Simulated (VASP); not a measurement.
# Ga4As3P (P-43m) in VASP: relaxation of cell and atoms with PBE

Aim: the relaxation of cell and atoms of Ga4As3P with PBE.

Program: VASP 6.6.1. These are calculated values, not measurements. Logs are shortened: lines on timing, memory, paths and dates and some standing lists are left out, and cuts for length are marked.

## (1) The cell of the first run

Symmetry: P-43m, No. 215, cubic system. The conventional cell has a = 5.676 Å, b = 5.676 Å, c = 5.676 Å, α = 90.00°, β = 90.00°, γ = 90.00°. Within 3.2 Å of Ga (site symmetry 3m) lie 1 P at 2.41 Å and 3 As at 2.47 Å. Within 3.2 Å of P (site symmetry -43m) lie 4 Ga at 2.41 Å. As (site symmetry -42m) has 4 Ga at 2.47 Å within 3.3 Å.

## (2) Relaxation of cell and atoms, PBE

The input, INCAR:

```
SYSTEM = Ga4As3P
PREC = Accurate
ENCUT = 600
EDIFF = 1E-6
ISMEAR = 0
SIGMA = 0.02
LREAL = .False.
LASPH = .True.
NELM = 60
ALGO = Normal
ISIF = 3
LWAVE = .False.
LCHARG = .False.
GGA = PE
IBRION = 2
NSW = 100
EDIFFG = -0.01
```

The input, KPOINTS:

```
regular mesh
0
Gamma
  6 6 6
  0 0 0
```

The input, POSCAR:

```
Ga4As3P
1.0
    5.6758742402      0.0000000000      0.0000000000
    0.0000000000      5.6758742402      0.0000000000
    0.0000000000      0.0000000000      5.6758742402
Ga P As
4 1 3
Direct
    0.7454672584      0.7454672584      0.7454672584
    0.7454672584      0.2545327416      0.2545327416
    0.2545327416      0.7454672584      0.2545327416
    0.2545327416      0.2545327416      0.7454672584
    0.5000000000      0.5000000000      0.5000000000
    0.0000000000      0.0000000000      0.5000000000
    0.0000000000      0.5000000000      0.0000000000
    0.5000000000      0.0000000000      0.0000000000
```

Potentials or basis: VASP PAW PBE potentials, release 64 (Ga_d, P, As).

Command:

```sh
$ cat potpaw_PBE.64/Ga_d/POTCAR potpaw_PBE.64/P/POTCAR potpaw_PBE.64/As/POTCAR > POTCAR
$ mpirun -np 1 vasp_std > vasp.out
```

OUTCAR:

```text
SYSTEM = Ga4As3P
   PREC = Accurate
   ENCUT = 600
   EDIFF = 1E-6
   ISMEAR = 0
   LREAL = .False.
   LASPH = .True.
   NELM = 60
   ISIF = 3
   GGA = PE
   IBRION = 2
   NSW = 100
   EDIFFG = -0.01

 ion  position               nearest neighbor table
   1  0.745  0.745  0.745-   5 2.41   6 2.47   7 2.47   8 2.47
   2  0.745  0.255  0.255-   5 2.41   6 2.47   7 2.47   8 2.47
   3  0.255  0.745  0.255-   5 2.41   6 2.47   7 2.47   8 2.47
   4  0.255  0.255  0.745-   5 2.41   6 2.47   7 2.47   8 2.47
   5  0.500  0.500  0.500-   1 2.41   2 2.41   3 2.41   4 2.41
   6  0.000  0.000  0.500-   1 2.47   2 2.47   3 2.47   4 2.47
   7  0.000  0.500  0.000-   1 2.47   2 2.47   3 2.47   4 2.47
   8  0.500  0.000  0.000-   1 2.47   2 2.47   3 2.47   4 2.47

  LATTYP: Found a simple cubic cell.
 ALAT       =     5.6758742402

  Lattice vectors:

 A1 = (   5.6758742402,   0.0000000000,   0.0000000000)
 A2 = (   0.0000000000,   5.6758742402,   0.0000000000)
 A3 = (   0.0000000000,   0.0000000000,   5.6758742402)

Analysis of symmetry for initial positions (statically):
=====================================================================
 Subroutine PRICEL returns:
 Original cell was already a primitive cell.

 Routine SETGRP: Setting up the symmetry group for a
 simple cubic supercell.

 Subroutine GETGRP returns: Found 24 space group operations
 (whereof 24 operations were pure point group operations)
 out of a pool of 48 trial point group operations.

The static configuration has the point symmetry T_d .

Analysis of symmetry for dynamics (positions and initial velocities):
=====================================================================
 Subroutine PRICEL returns:
 Original cell was already a primitive cell.

 Routine SETGRP: Setting up the symmetry group for a
 simple cubic supercell.

 Subroutine GETGRP returns: Found 24 space group operations
 (whereof 24 operations were pure point group operations)
 out of a pool of 48 trial point group operations.

The dynamic configuration has the point symmetry T_d .

 Subroutine INISYM returns: Found 24 space group operations
 (whereof 24 operations are pure point group operations),
 and found     1 'primitive' translations

----------------------------------------------------------------------------------------

                                     Primitive cell

  volume of cell :     182.8514

  direct lattice vectors                    reciprocal lattice vectors
     5.675874240  0.000000000  0.000000000     0.176184312  0.000000000  0.000000000
     0.000000000  5.675874240  0.000000000     0.000000000  0.176184312  0.000000000
     0.000000000  0.000000000  5.675874240     0.000000000  0.000000000  0.176184312

  length of vectors
     5.675874240  5.675874240  5.675874240     0.176184312  0.176184312  0.176184312

  position of ions in fractional coordinates (direct lattice)
     0.745467258  0.745467258  0.745467258
     0.745467258  0.254532742  0.254532742
     0.254532742  0.745467258  0.254532742
     0.254532742  0.254532742  0.745467258
     0.500000000  0.500000000  0.500000000
     0.000000000  0.000000000  0.500000000
     0.000000000  0.500000000  0.000000000
     0.500000000  0.000000000  0.000000000

  ion indices of the primitive-cell ions
   primitive index   ion index
                 1           1
                 2           2
                 3           3
                 4           4
                 5           5
                 6           6
                 7           7
                 8           8
[... 81 lines left out ...]
   EFERMI =   0.00;   METHOD = LEGACY
   ISMEAR =     0;   SIGMA  =   0.02  broadening in eV -4-tet -1-fermi 0-gaus
   EFERMI_NEDOS =   21; number of points for ismear=-14 and -15
   IALGO  =     38    algorithm
   IMIX   =      4    mixing-type and parameters
     AMIX     =   0.40;   BMIX     =  1.00
     AMIX_MAG =   1.60;   BMIX_MAG =  1.00
  volume/ion in A,a.u.               =      22.86       154.24
  Fermi-wavevector in a.u.,A,eV,Ry     =   1.199922  2.267523 19.589832  1.439812
  Thomas-Fermi vector in A             =   2.335771
   LORBIT       =      0    0 simple, 1 ext, 2 COOP (PROOUT), +10 PAW based schemes
   GGA     = PE    functional components
   LHFCALC =     F    Hartree Fock is set to
   AEXX    =    0.0000 exact exchange contribution
   IVDW    =     0    specifies the selected vdW correction
   LEPSILON=     F    determine dielectric tensor
   LRPA    =     F    only Hartree local field effects (RPA)
 conjugate gradient relaxation of ions
 non-spin polarized calculation
 Gauss-broadening in eV      SIGMA  =   0.02
  energy-cutoff  :      600.00
  volume of cell :      182.85
 maximum number of plane-waves:      6152
 NGX is ok and might be reduce to    48
   NGX = 23   NGY = 23   NGZ = 23

--------------------------------------- Ionic step        1  -------------------------------------------

 number of electron      71.9999967 magnetization

 Free energy of the ion-electron system (eV)
  ---------------------------------------------------
  ext. energy  EPLUGINS =         0.00000000
  ---------------------------------------------------
  free energy    TOTEN  =       -33.89860074 eV

  energy without entropy =      -33.89860074  energy(sigma->0) =      -33.89860074

------------------------ aborting loop because EDIFF is reached ----------------------------------------

  FORCE on cell =-STRESS in cart. coord.  units (eV):
  Direction    XX          YY          ZZ          XY          YZ          ZX
  --------------------------------------------------------------------------------------
  -------------------------------------------------------------------------------------
  Total        0.4357548      0.4357548      0.4357548     -0.0000000      0.0000000      0.0000000
  in kB        3.8181634      3.8181634      3.8181634     -0.0000000      0.0000000      0.0000000
  external PRESSURE =       3.8181634 kB  Pullay stress =       0.0000000 kB

 VOLUME and BASIS-vectors are now :
 -----------------------------------------------------------------------------
  energy-cutoff  :      600.00
  volume of cell :      182.85
      direct lattice vectors                 reciprocal lattice vectors
     5.675874240  0.000000000  0.000000000     0.176184312  0.000000000  0.000000000
     0.000000000  5.675874240  0.000000000     0.000000000  0.176184312  0.000000000
     0.000000000  0.000000000  5.675874240     0.000000000  0.000000000  0.176184312

 POSITION                                       TOTAL-FORCE (eV/Angst)
 -----------------------------------------------------------------------------------
      4.23118      4.23118      4.23118        -0.015392     -0.015392     -0.015392
      4.23118      1.44470      1.44470        -0.015392      0.015392      0.015392
      1.44470      4.23118      1.44470         0.015392     -0.015392      0.015392
      1.44470      1.44470      4.23118         0.015392      0.015392     -0.015392
      2.83794      2.83794      2.83794         0.000000      0.000000      0.000000
      0.00000      0.00000      2.83794         0.000000      0.000000      0.000000
      0.00000      2.83794      0.00000         0.000000      0.000000      0.000000
      2.83794      0.00000      0.00000         0.000000      0.000000      0.000000
 -----------------------------------------------------------------------------------
    total drift:                                0.000000      0.000000     -0.000000

  FREE ENERGIE OF THE ION-ELECTRON SYSTEM (eV)
  ---------------------------------------------------
  free  energy   TOTEN  =       -33.8986007421 eV

  energy  without entropy=      -33.8986007421  energy(sigma->0) =      -33.89860074

--------------------------------------- Ionic step        2  -------------------------------------------

 number of electron      71.9999960 magnetization

 Free energy of the ion-electron system (eV)
  ---------------------------------------------------
  ext. energy  EPLUGINS =         0.00000000
  ---------------------------------------------------
  free energy    TOTEN  =       -33.89993955 eV

  energy without entropy =      -33.89993955  energy(sigma->0) =      -33.89993955

 E-fermi :   3.7629     XC(G=0):  -9.4406

 val. band max:        3.6775949983   @ k =   0.0000   0.0000   0.0000
 cond. band min:       4.1366884980   @ k =   0.0000   0.0000   0.0000
 fundamental gap:      0.4590934996
 Fermi energy:         3.7629338304

 k-point     1 :       0.0000    0.0000    0.0000
  band No.  band energies     occupation
      1     -11.1074      2.00000
      2     -11.1074      2.00000
      3     -11.0976      2.00000
      4     -11.0091      2.00000
      5     -11.0091      2.00000
      6     -11.0091      2.00000
[... 909 lines left out ...]
     42       8.0821      0.00000
     43       8.3145      0.00000

------------------------ aborting loop because EDIFF is reached ----------------------------------------

  FORCE on cell =-STRESS in cart. coord.  units (eV):
  Direction    XX          YY          ZZ          XY          YZ          ZX
  --------------------------------------------------------------------------------------
  -------------------------------------------------------------------------------------
  Total       -0.0514092     -0.0514092     -0.0514092      0.0000000      0.0000000     -0.0000000
  in kB       -0.4469240     -0.4469240     -0.4469240      0.0000000      0.0000000     -0.0000000
  external PRESSURE =      -0.4469240 kB  Pullay stress =       0.0000000 kB

 VOLUME and BASIS-vectors are now :
 -----------------------------------------------------------------------------
  energy-cutoff  :      600.00
  volume of cell :      184.30
      direct lattice vectors                 reciprocal lattice vectors
     5.690788997  0.000000000  0.000000000     0.175722558  0.000000000  0.000000000
    -0.000000000  5.690788997  0.000000000    -0.000000000  0.175722558 -0.000000000
    -0.000000000  0.000000000  5.690788997    -0.000000000 -0.000000000  0.175722558

 POSITION                                       TOTAL-FORCE (eV/Angst)
 -----------------------------------------------------------------------------------
      4.24155      4.24155      4.24155        -0.004503     -0.004503     -0.004503
      4.24155      1.44924      1.44924        -0.004503      0.004503      0.004503
      1.44924      4.24155      1.44924         0.004503     -0.004503      0.004503
      1.44924      1.44924      4.24155         0.004503      0.004503     -0.004503
      2.84539      2.84539      2.84539        -0.000000     -0.000000     -0.000000
     -0.00000      0.00000      2.84539        -0.000000     -0.000000     -0.000000
     -0.00000      2.84539      0.00000        -0.000000     -0.000000     -0.000000
      2.84539      0.00000      0.00000        -0.000000     -0.000000     -0.000000
 -----------------------------------------------------------------------------------
    total drift:                                0.000000      0.000000      0.000000

  FREE ENERGIE OF THE ION-ELECTRON SYSTEM (eV)
  ---------------------------------------------------
  free  energy   TOTEN  =       -33.8999395518 eV

  energy  without entropy=      -33.8999395518  energy(sigma->0) =      -33.89993955

 reached required accuracy - stopping structural energy minimisation
```

Run time: 8 min. Hardware: 1 thread of Intel Xeon 8259CL, shared host; peak memory 0.44 GiB.

What came out:

* Free energy: -33.8999 eV
* Relaxed volume: 23.04 Å³/atom
* Relaxed cell: a = 5.691 Å, b = 5.691 Å, c = 5.691 Å, α = 90.00°, β = 90.00°, γ = 90.00°
* Space group after relaxing (to 0.1 Å): P-43m (No. 215)
* Energy gained by relaxing: 0.2 meV/atom
* Ionic steps: 2
* Pressure after relaxing: 0.0 GPa
* Largest force after relaxing: 0.008 eV/Å
* Band gap on the k mesh: 0.46 eV

Forces on the atoms (eV/Å):
```
Ga  -0.005 -0.005 -0.005
Ga  -0.005  0.005  0.005
Ga   0.005 -0.005  0.005
Ga   0.005  0.005 -0.005
P    0.000  0.000  0.000
As   0.000  0.000  0.000
As   0.000  0.000  0.000
As   0.000  0.000  0.000
```

The path:
| step | energy change (eV) | largest force (eV/Å) | pressure (GPa) | volume (Å³) |
| --- | --- | --- | --- | --- |
| 1 | 0.0000 | 0.0267 | 0.38 | 182.85 |
| 2 | -0.0013 | 0.0078 | -0.04 | 184.30 |

Final structure:
```xyz
8
Lattice="5.6908 0.0000 0.0000 0.0000 5.6908 0.0000 0.0000 0.0000 5.6908" Properties=species:S:1:pos:R:3 pbc="T T T"
Ga    4.2416    4.2416    4.2416
Ga    4.2416    1.4492    1.4492
Ga    1.4492    4.2416    1.4492
Ga    1.4492    1.4492    4.2416
P     2.8454    2.8454    2.8454
As    0.0000    0.0000    2.8454
As    0.0000    2.8454    0.0000
As    2.8454    0.0000    0.0000
```

Caveat: semilocal functionals underestimate gaps, and a narrow one can read as zero.
